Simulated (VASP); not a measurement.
## Ta3Se4: single point with r2SCAN

Crystal: Ta3Se4.

```
Ta Se
1.0
     4.78119    2.76042    3.30678
    -4.78119    2.76042    3.30678
     0.00000   -5.52085    3.30677
Ta Se
6 8
Direct
  0.18866 0.40753 0.51546
  0.51546 0.18866 0.40753
  0.40753 0.51546 0.18866
  0.81134 0.59247 0.48454
  0.48454 0.81134 0.59247
  0.59247 0.48454 0.81134
  0.34937 0.13866 0.74759
  0.74759 0.34937 0.13866
  0.13866 0.74759 0.34937
  0.65063 0.86134 0.25241
  0.25241 0.65063 0.86134
  0.86134 0.25241 0.65063
  0.16817 0.16817 0.16817
  0.83183 0.83183 0.83183
```

```json
{
 "Program": "VASP 6.6.1",
 "Task": "single point",
 "Functional": "r2SCAN",
 "Potentials or basis": "VASP PAW PBE potentials, release 64 (Ta_pv, Se)",
 "Cutoff": "520 eV",
 "k mesh": "4 × 4 × 4",
 "Occupations": "fermi-dirac, width 0.05 eV",
 "Spin": "no spin polarisation",
 "Dipole correction": "no",
 "Further INCAR settings": "ALGO = Normal; EDIFF = 1e-06; NBANDS = 70"
}
```

```json
{
  "Pressure": "20.5 GPa",
  "Largest force": "0.051 eV/Å",
  "Band gap on the k mesh": "zero (band 57 reaches 6.02 eV, above the bottom of band 58 at 5.94 eV)"
}
```

Forces in eV/Å, atoms in the order of the input:
```
Ta  -0.006 -0.013 -0.017
Ta   0.014  0.001 -0.017
Ta  -0.008  0.012 -0.017
Ta   0.006  0.013  0.017
Ta  -0.014 -0.001  0.017
Ta   0.008 -0.012  0.017
Se   0.000 -0.047 -0.002
Se   0.041  0.024 -0.002
Se  -0.041  0.023 -0.002
Se   0.000  0.047  0.002
Se  -0.041 -0.024  0.002
Se   0.041 -0.023  0.002
Se   0.000  0.000 -0.051
Se   0.000  0.000  0.051
```

Levels at points of the mesh, in eV from the Fermi level:
```tsv
k point	band 54	band 55	band 56	band 57	band 58	band 59	band 60	band 61
(0.00, 0.00, 0.00)	-0.71	-0.45	-0.45	-0.18	0.62	0.87	0.87	1.08
(0.50, 0.00, 0.00)	-0.84	-0.79	-0.41	0.01	0.07	0.64	0.76	1.07
(0.50, 0.50, 0.00)	-0.85	-0.62	-0.43	-0.13	0.21	0.38	0.67	1.22
(0.50, 0.50, 0.50)	-1.08	-0.54	-0.32	-0.32	0.43	0.43	0.61	0.61
```

It took 12 min on 1 thread of Intel(R) Xeon(R) Platinum 8259CL CPU @ 2.50GHz (Skylake/Cascade Lake) (shared host), peak memory 0.48 GiB.

Caveat: the PAW data sets were made with another functional, which shifts forces and pressure a little; spin-orbit coupling is left out, which moves the levels of the heavy elements.
